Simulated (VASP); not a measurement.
Set up this calculation in VASP 6.6.1, as the native input.

- Task: single point
- Functional: PBE
- Potentials or basis: VASP PAW PBE potentials, release 64 (B, P)
- Cutoff: 520 eV
- k mesh: 1 × 1 × 1
- Occupations: gaussian, width 0.05 eV
- Spin: collinear spin
- Starting moments: [0.4, 0.4, 0.4, 0.4, 0.4, 0.4, 0.4, 0.4, 0.4, 0.4, 0.4, 0.4, 0.4, 0.4] μB
- Dipole correction: no
- Further INCAR settings: ALGO = Normal; EDIFF = 1e-06; NBANDS = 45

The structure of B7P7 lies in POSCAR:

```
BP
1.0
   13.3000000000      0.0000000000      0.0000000000
    0.0000000000     12.5000000000      0.0000000000
    0.0000000000      0.0000000000     12.4000000000
B P
7 7
Direct
    0.4311953730      0.3867797286      0.4313938142
    0.3314467126      0.5668550712      0.4444110970
    0.6592168727      0.3641441965      0.4714670991
    0.5282355665      0.5637153590      0.4312994195
    0.3669516961      0.4672487506      0.6123177566
    0.5662030069      0.4224435981      0.5578363544
    0.4308718512      0.5841000610      0.6119752673
    0.4352909447      0.3420417791      0.5774089796
    0.2910603546      0.5923456268      0.5879227776
    0.6987376124      0.3410664936      0.5999323347
    0.5670257019      0.5831863814      0.5770917097
    0.3320418681      0.4558588585      0.3411514226
    0.5681014603      0.4203893470      0.3747502762
    0.4224904262      0.6207847742      0.3410540756
```

One way to write it, as run:

INCAR

```
SYSTEM = BP
ALGO = Normal
EDIFF = 1E-6
ENCUT = 520
GGA = PE
ISIF = 2
ISMEAR = 0
ISPIN = 2
LASPH = .TRUE.
LCHARG = .FALSE.
LORBIT = 11
LREAL = .FALSE.
LWAVE = .FALSE.
MAGMOM = 0.4 0.4 0.4 0.4 0.4 0.4 0.4 0.4 0.4 0.4 0.4 0.4 0.4 0.4
NBANDS = 45
NELM = 150
PREC = Accurate
SIGMA = 0.05
```

KPOINTS

```
k-points
0
G
  1 1 1
  0 0 0
```

Potentials or basis: VASP PAW PBE potentials, release 64 (B, P).

Run with:

```bash
$ cat potpaw_PBE.64/B/POTCAR potpaw_PBE.64/P/POTCAR > POTCAR
$ mpirun -np 1 vasp_gam > vasp.out
```

It gave:

The largest force is 0.045 eV/Å, the gap between the frontier levels is 1.06 eV and the net moment is 0.00 μB per cell. The valence electrons inside the program's atomic spheres are B 1.78, 1.85, 1.97, 1.86, 1.73 (each value once); P 2.56, 2.55, 2.52, 2.51 (each value once).

Wall time 11 min on 1 thread of Intel(R) Xeon(R) 6975P-C (Granite Rapids), with other jobs on the host, peak memory 2.1 GiB.
